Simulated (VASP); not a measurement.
# BN (P4_2/mnm) in VASP: further runs, part 2 of 2

VASP 6.6.1. Earlier steps stand in the parts before.

## 4. Relaxation of cell and atoms, PBEsol

This run uses another cell than the first one, of 6.24 Å³/atom.

Input file INCAR:

```
SYSTEM = BN
  PREC = Accurate
  ENCUT = 600
  EDIFF = 1E-6
  ISMEAR = 0
  SIGMA = 0.02
  LREAL = .FALSE.
  LASPH = .TRUE.
  NELM = 80
  ALGO = Normal
  ISIF = 3
  LWAVE = .FALSE.
  LCHARG = .FALSE.
  GGA = PS
  IBRION = 2
  NSW = 100
  EDIFFG = -0.005
```

Input file KPOINTS:

```
regular mesh
0
G
  6 6 10
  0 0 0
```

Input file POSCAR:

```
BN
1.0
    4.4242230000      0.0000000000      0.0000000000
    0.0000000000      4.4242230000      0.0000000000
    0.0000000000      0.0000000000      2.5503560000
B N
4 4
Direct
    0.1742830000      0.8257170000      0.5000000000
    0.3257170000      0.3257170000      0.0000000000
    0.6742830000      0.6742830000      0.0000000000
    0.8257170000      0.1742830000      0.5000000000
    0.8126010000      0.8126010000      0.5000000000
    0.3126010000      0.6873990000      0.0000000000
    0.6873990000      0.3126010000      0.0000000000
    0.1873990000      0.1873990000      0.5000000000
```

Potentials or basis: VASP PAW PBE potentials, release 64 (B, N).

Started as:

```sh
cat potpaw_PBE.64/B/POTCAR potpaw_PBE.64/N/POTCAR > POTCAR
mpirun -np 1 vasp_std > vasp.out
```

OUTCAR:

```text
SYSTEM = BN
   PREC = Accurate
   ENCUT = 600
   EDIFF = 1E-6
   ISMEAR = 0
   LREAL = .FALSE.
   LASPH = .TRUE.
   NELM = 80
   ISIF = 3
   GGA = PS
   IBRION = 2
   NSW = 100
   EDIFFG = -0.005

 ion  position               nearest neighbor table
   1  0.174  0.826  0.500-   6 1.54   6 1.54   8 1.60   5 1.60
   2  0.326  0.326  0.000-   8 1.54   8 1.54   6 1.60   7 1.60
   3  0.674  0.674  0.000-   5 1.54   5 1.54   7 1.60   6 1.60
   4  0.826  0.174  0.500-   7 1.54   7 1.54   8 1.60   5 1.60
   5  0.813  0.813  0.500-   3 1.54   3 1.54   4 1.60   1 1.60
   6  0.313  0.687  0.000-   1 1.54   1 1.54   3 1.60   2 1.60
   7  0.687  0.313  0.000-   4 1.54   4 1.54   2 1.60   3 1.60
   8  0.187  0.187  0.500-   2 1.54   2 1.54   4 1.60   1 1.60

  LATTYP: Found a simple tetragonal cell.
 ALAT       =     4.4242230000
 C/A-ratio  =     0.5764528596

  Lattice vectors:

 A1 = (   4.4242230000,   0.0000000000,   0.0000000000)
 A2 = (   0.0000000000,   4.4242230000,   0.0000000000)
 A3 = (   0.0000000000,   0.0000000000,   2.5503560000)

Analysis of symmetry for initial positions (statically):
=====================================================================
 Subroutine PRICEL returns:
 Original cell was already a primitive cell.

 Routine SETGRP: Setting up the symmetry group for a
 simple tetragonal supercell.

 Subroutine GETGRP returns: Found 16 space group operations
 (whereof  8 operations were pure point group operations)
 out of a pool of 16 trial point group operations.

The static configuration has the point symmetry D_2h.
 The point group associated with its full space group is D_4h.

Analysis of symmetry for dynamics (positions and initial velocities):
=====================================================================
 Subroutine PRICEL returns:
 Original cell was already a primitive cell.

 Routine SETGRP: Setting up the symmetry group for a
 simple tetragonal supercell.

[... 144 lines left out ...]
   AEXX    =    0.0000 exact exchange contribution
   IVDW    =     0    specifies the selected vdW correction
   LEPSILON=     F    determine dielectric tensor
   LRPA    =     F    only Hartree local field effects (RPA)
 conjugate gradient relaxation of ions
 non-spin polarized calculation
 Gauss-broadening in eV      SIGMA  =   0.02
  energy-cutoff  :      600.00
  volume of cell :       49.92
 maximum number of plane-waves:      1683
 NGX is ok and might be reduce to    36
   NGX = 17   NGY = 17   NGZ = 11

--------------------------------------- Ionic step        1  -------------------------------------------

 number of electron      32.0000005 magnetization

 Free energy of the ion-electron system (eV)
  ---------------------------------------------------
  ext. energy  EPLUGINS =         0.00000000
  ---------------------------------------------------
  free energy    TOTEN  =       -72.48706489 eV

  energy without entropy =      -72.48706489  energy(sigma->0) =      -72.48706489

------------------------ aborting loop because EDIFF is reached ----------------------------------------

  FORCE on cell =-STRESS in cart. coord.  units (eV):
  Direction    XX          YY          ZZ          XY          YZ          ZX
  --------------------------------------------------------------------------------------
  -------------------------------------------------------------------------------------
  Total       -1.6979382     -1.6979382     -1.6808883      0.0000000      0.0000000      0.0000000
  in kB      -54.4951227    -54.4951227    -53.9479075      0.0000000      0.0000000      0.0000000
  external PRESSURE =     -54.3127177 kB  Pullay stress =       0.0000000 kB
[... 281 lines left out ...]
--------------------------------------- Ionic step        8  -------------------------------------------

 number of electron      32.0000006 magnetization

 Free energy of the ion-electron system (eV)
  ---------------------------------------------------
  ext. energy  EPLUGINS =         0.00000000
  ---------------------------------------------------
  free energy    TOTEN  =       -72.50026454 eV

  energy without entropy =      -72.50026454  energy(sigma->0) =      -72.50026454

 E-fermi :   7.0256     XC(G=0): -12.7237

 val. band max:        6.9439914869   @ k =   0.0000   0.0000   0.0000
 cond. band min:      11.5328492189   @ k =   0.0000   0.0000   0.3000
 fundamental gap:      4.5888577320
 Fermi energy:         7.0255618807

 k-point     1 :       0.0000    0.0000    0.0000
  band No.  band energies     occupation
      1     -13.2410      2.00000
      2      -9.1370      2.00000
      3      -9.1370      2.00000
      4      -8.9087      2.00000
      5      -2.9485      2.00000
      6      -2.4166      2.00000
[... 565 lines left out ...]
     20      15.8048      0.00000
     21      16.3123      0.00000

 [... further k-points ...]

------------------------ aborting loop because EDIFF is reached ----------------------------------------

  FORCE on cell =-STRESS in cart. coord.  units (eV):
  Direction    XX          YY          ZZ          XY          YZ          ZX
  --------------------------------------------------------------------------------------
  -------------------------------------------------------------------------------------
  Total        0.0073222      0.0073222     -0.0209041     -0.0000000      0.0000000      0.0000000
  in kB        0.2386709      0.2386709     -0.6813820     -0.0000000      0.0000000      0.0000000
  external PRESSURE =      -0.0680134 kB  Pullay stress =       0.0000000 kB
[... 23 lines left out ...]
  FREE ENERGIE OF THE ION-ELECTRON SYSTEM (eV)
  ---------------------------------------------------
  free  energy   TOTEN  =       -72.5002645405 eV

  energy  without entropy=      -72.5002645405  energy(sigma->0) =      -72.50026454

 reached required accuracy - stopping structural energy minimisation
```

OSZICAR:

```text
N       E                     dE             d eps       ncg     rms          rms(c)
DAV:   1     0.150704338610E+03    0.15070E+03   -0.18921E+04  2520   0.167E+03
DAV:   2    -0.689049337142E+02   -0.21961E+03   -0.20828E+03  3585   0.362E+02
DAV:   3    -0.764675539561E+02   -0.75626E+01   -0.75266E+01  3120   0.698E+01
DAV:   4    -0.765460813441E+02   -0.78527E-01   -0.78384E-01  3131   0.729E+00
[... 47 lines left out ...]
DAV:   4    -0.725002549868E+02    0.41861E-06   -0.15284E-06  1665   0.907E-03
   7 F= -.72500255E+02 E0= -.72500255E+02  d E =-.699433E-05
       N       E                     dE             d eps       ncg     rms          rms(c)
DAV:   1    -0.725002670388E+02   -0.11633E-04   -0.41307E-04  2645   0.158E-01    0.126E-02
DAV:   2    -0.725002650059E+02    0.20329E-05   -0.13708E-05  3081   0.300E-02    0.623E-03
DAV:   3    -0.725002645405E+02    0.46539E-06   -0.20758E-06  1780   0.111E-02
   8 F= -.72500265E+02 E0= -.72500265E+02  d E =-.165480E-04
```

Run time: 74 s. Hardware: 1 thread of Intel Xeon 6975P-C (Granite Rapids), shared host; peak memory 0.2 GiB.

Results:

```yaml
Free_energy: -72.5003 eV
Relaxed_volume: 6.14 Å³/atom
Relaxed_cell: a = 4.400 Å, b = 4.400 Å, c = 2.539 Å, α = 90.00°, β = 90.00°, γ = 90.00°
Space_group_after_relaxing_to_0.1_Å: P4_2/mnm (No. 136)
Energy_gained_by_relaxing: 1.6 meV/atom
Ionic_steps: 8
Pressure_after_relaxing: 0.0 GPa
Band_gap_on_the_k_mesh: 4.59 eV (least direct gap 5.71 eV)
```

Forces on the atoms (eV/Å):
```
B   -0.001  0.001  0.000
B    0.001  0.001  0.000
B   -0.001 -0.001  0.000
B    0.001 -0.001  0.000
N   -0.002 -0.002  0.000
N   -0.002  0.002  0.000
N    0.002 -0.002  0.000
N    0.002  0.002  0.000
```

Step by step:
```
step  energy change (eV)  largest force (eV/Å)  pressure (GPa)  volume (Å³)
   1              0.0000                0.0102           -5.43        49.92
   2              0.0006                0.0781            5.83        48.41
   3             -0.0130                0.0345           -0.01        49.16
   4             -0.0130                0.0355            0.10        49.15
   5             -0.0132                0.0155            0.12        49.14
   6             -0.0132                0.0150            0.11        49.14
   7             -0.0132                0.0093           -0.09        49.16
   8             -0.0132                0.0025           -0.01        49.15
```

Final structure:
```cif
data_structure
_symmetry_space_group_name_H-M 'P 1'
_symmetry_Int_Tables_number 1
_cell_length_a 4.3996
_cell_length_b 4.3996
_cell_length_c 2.5393
_cell_angle_alpha 90.000
_cell_angle_beta 90.000
_cell_angle_gamma 90.000
_cell_volume 49.15
loop_
_atom_site_label
_atom_site_type_symbol
_atom_site_fract_x
_atom_site_fract_y
_atom_site_fract_z
_atom_site_occupancy
B1 B 0.17412 0.82588 0.50000 1
B2 B 0.32588 0.32588 0.00000 1
B3 B 0.67412 0.67412 0.00000 1
B4 B 0.82588 0.17412 0.50000 1
N1 N 0.81239 0.81239 0.50000 1
N2 N 0.31239 0.68761 0.00000 1
N3 N 0.68761 0.31239 0.00000 1
N4 N 0.18761 0.18761 0.50000 1
```

Caveat: the PAW data sets were made with another functional, which shifts forces and pressure a little.

## 5. Summary

```tsv
task	cell	cutoff (eV)	smearing	gap on the mesh (eV)	pressure (GPa)
single point	a = 4.398, b = 4.398, c = 2.538 Å, 8 atoms	520	gaussian 0.02 eV	4.59	0.7
single point	a = 4.398, b = 4.398, c = 2.538 Å, 8 atoms	520	gaussian 0.05 eV	4.59	0.7
relaxation of cell and atoms	relaxed from a = 4.424, b = 4.424, c = 2.550 Å, 8 atoms	600	gaussian 0.02 eV	4.59	0.0
```

Alike in all rows: level PBEsol; potentials or basis VASP PAW PBE potentials, release 64 (B, N); no spin polarisation; k mesh 6 × 6 × 10.

Caveats: the PAW data sets were made with another functional, which shifts forces and pressure a little.

Absolute energies hang on the potentials; compare differences alone.
